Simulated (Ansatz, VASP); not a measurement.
CdTe: VASP beside Ansatz

```
Cd Te
1.0
     0.00000    3.20500    3.20500
     3.20500    0.00000    3.20500
     3.20500    3.20500    0.00000
Cd Te
1 1
Direct
  0.00000 0.00000 0.00000
  0.75000 0.75000 0.75000
```

Alike in both runs: task single point; functional LDA; k mesh 8 × 8 × 8; occupations gaussian, width 0.05 eV; no spin polarisation.

|  | VASP | Ansatz |
| --- | --- | --- |
| version | VASP 6.6.1 | Ansatz 0.2.0 |
| potentials or method | VASP PAW LDA potentials, release 64 (Cd, Te), cutoff 520 eV | scalar-relativistic, plane waves, PAW |
| valence electrons in the cell | 18 | 36 |

```csv
,VASP,Ansatz,Ansatz less VASP
gap on the k mesh at the Fermi level (eV),0.65,0.61,-0.042
least direct gap on the mesh (eV),0.65,0.61,-0.042
pressure (GPa),0.2,0.0,-0.27
```

LDA's correlation is that of Perdew and Zunger in VASP and of Perdew and Wang (1992) in Ansatz. VASP's potentials hold 18 valence electrons a cell and Ansatz's 36, so a difference there can come from the potentials and not from the codes.

Neither program's run includes spin-orbit coupling.
